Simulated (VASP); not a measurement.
Here is a VASP 6.6.1 calculation.

File INCAR:

```
SYSTEM = AlN
PREC     = Accurate       ! precision mode
ENCUT    = 520            ! plane-wave cutoff, eV
EDIFF    = 1E-6           ! SCF threshold, eV
ISMEAR   = 0              ! smearing method
SIGMA    = 0.05           ! smearing width, eV
LREAL    = .False.        ! projectors in reciprocal space
LASPH    = .True.         ! aspherical terms in the spheres
NELM     = 100            ! most SCF steps
ALGO     = Normal         ! electronic algorithm
ISIF     = 2              ! what is computed and relaxed
LWAVE    = .False.        ! write WAVECAR
LCHARG   = .True.         ! write CHGCAR
GGA      = PS             ! functional
LELF     = .True.         ! ELF
LVHAR    = .True.       
NBANDS   = 11             ! bands
```

File KPOINTS:

```
Automatic mesh
0
Gamma
  10 10 10
  0 0 0
```

POSCAR

```
AlN
1.0
    0.0000000000      2.0354507106      2.2652596618
    2.2652596618      0.0000000000      2.2652596618
    2.2652596618      2.0354507106      0.0000000000
Al N
1 1
Direct
   -0.0067599835      0.0067599835      0.0067599835
    0.7630216860      0.7369783140      0.7369783140
```

Potentials or basis: VASP PAW PBE potentials, release 64 (Al, N).

Run with:

```sh
$ cat potpaw_PBE.64/Al/POTCAR potpaw_PBE.64/N/POTCAR > POTCAR
$ mpirun -np 1 vasp_std > vasp.out
```

(1) Predict the largest force.

(2) Predict the band gap on the k mesh.

(3) Predict the pressure.

Results:

(1) 1.322 eV/Å.

(2) 2.61 eV, indirect (least direct gap 3.70 eV).

(3) 0.9 GPa.

Caveat: the cell differs from its parent crystal (mode 4 frozen in at -0.057 Å, strain +e along z and -e/2 along x and y -0.0700); the PAW data sets were made with another functional, which shifts forces and pressure a little.
